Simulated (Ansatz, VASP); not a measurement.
InWS4: VASP beside Ansatz

```
In W S
1.0
     5.94179    0.00000    0.00000
    -2.97089    5.14574    0.00000
     0.00000    0.00000    5.04831
In W S
1 1 4
Cartesian
  0.0000 0.0000 1.1666
  0.0000 0.0000 3.3375
  0.0000 3.4305 4.2177
  2.9709 1.7152 4.2177
  0.0000 3.4305 1.6589
  2.9709 1.7152 1.6589
```

Alike in both runs: task single point; functional PBE; k mesh 3 × 3 × 4; occupations gaussian, width 0.1 eV; no spin polarisation.

|  | VASP | Ansatz |
| --- | --- | --- |
| version | VASP 6.6.1 | Ansatz 0.2.0 |
| potentials or method | VASP PAW PBE potentials, release 64 (In_d, W_sv, S), cutoff 520 eV | scalar-relativistic, plane waves, PAW |
| valence electrons in the cell | 51 | 51 |

Ansatz gave:

- gap on the k mesh at the Fermi level (eV): none
- pressure (GPa): -2.3
- traceless stress, the component that is largest in VASP (GPa): 20.26
- rms of the force components (eV/Å): 3.973

Q: What did VASP give for the same quantities?

A: gap on the k mesh at the Fermi level (eV): none; pressure (GPa): -2.3; traceless stress, the component that is largest in VASP (GPa): 20.38; rms of the force components (eV/Å): 4.003.

Atom by atom the forces differ by 0.030 eV/Å (rms over components). A gap of «none» marks a metal or a gap that the smearing closes. The functional is the same, so the differences come from potentials, cutoffs and numerics.

The k mesh is coarse, so the values compare programs but aren't converged. Neither program's run includes spin-orbit coupling.
